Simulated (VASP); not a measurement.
Write the native input for VASP 6.6.1 that does the following.

- Task: single point
- Functional: LDA
- Potentials or basis: VASP PAW LDA potentials, release 64 (Cu)
- Cutoff: 520 eV
- k mesh: 4 × 4 × 4
- Occupations: gaussian, width 0.1 eV
- Spin: no spin polarisation
- Dipole correction: no
- Further INCAR settings: LREAL = Auto; ALGO = Fast; EDIFF = 1e-07; NBANDS = 168

The structure of Cu lies in POSCAR:

```
Cu
1.0
   -5.2773513497     -5.2773513497      0.0000000000
    0.0000000000     -5.2773513497      5.2773513497
   -5.2773513497      0.0000000000      5.2773513497
Cu
27
Direct
    0.6666666667      0.0000000000      0.0000000000
    0.3333333333      0.0000000000      0.0000000000
    0.0000000000      0.0000000000      0.0000000000
    0.6666666667      0.3333333333      0.0000000000
    0.3333333333      0.3333333333      0.0000000000
    0.0000000000      0.3333333333      0.0000000000
    0.6666666667      0.6666666667      0.0000000000
    0.3333333333      0.6666666667      0.0000000000
    0.0000000000      0.6666666667      0.0000000000
    0.6666666667      0.0000000000      0.3333333333
    0.3333333333      0.0000000000      0.3333333333
    0.0000000000      0.0000000000      0.3333333333
    0.6666666667      0.3333333333      0.3333333333
    0.3333333333      0.3333333333      0.3333333333
    0.0000000000      0.3333333333      0.3333333333
    0.6666666667      0.6666666667      0.3333333333
    0.3333333333      0.6666666667      0.3333333333
    1.0000000000      0.6666666667      0.3333333333
    0.6666666667      0.0000000000      0.6666666667
    0.3333333333      0.0000000000      0.6666666667
    0.0000000000      0.0000000000      0.6666666667
    0.6666666667      0.3333333333      0.6666666667
    0.3333333333      0.3333333333      0.6666666667
    1.0000000000      0.3333333333      0.6666666667
    0.6666666667      0.6666666667      0.6666666667
    0.3333333333      0.6666666667      0.6666666667
    0.0000000000      0.6666666667      0.6666666667
```

These files were run (other wordings do the same):

INCAR

```
ALGO = Fast
EDIFF = 1E-7
ENCUT = 520
GGA = CA
ISIF = 2
ISMEAR = 0
LASPH = T
LCHARG = T
LELF = T
LREAL = Auto
LVHAR = T
LWAVE = F
NBANDS = 168
NELM = 60
PREC = Accurate
SIGMA = 0.1
```

KPOINTS

```
k-points
0
Gamma
  4 4 4
```

Potentials or basis: VASP PAW LDA potentials, release 64 (Cu).

The run is started by

```bash
$ cat potpaw_LDA.64/Cu/POTCAR > POTCAR
$ mpirun -np 1 vasp_std > vasp.out
```

It gave:

| Quantity | Value |
| --- | --- |
| Pressure | 0.7 GPa |
| Band gap on the k mesh | zero (an odd number of electrons rules out a gap without spin polarisation) |

Run time: 32 min on 1 thread of AMD EPYC 7R13, on a shared host, peak memory 0.46 GiB.
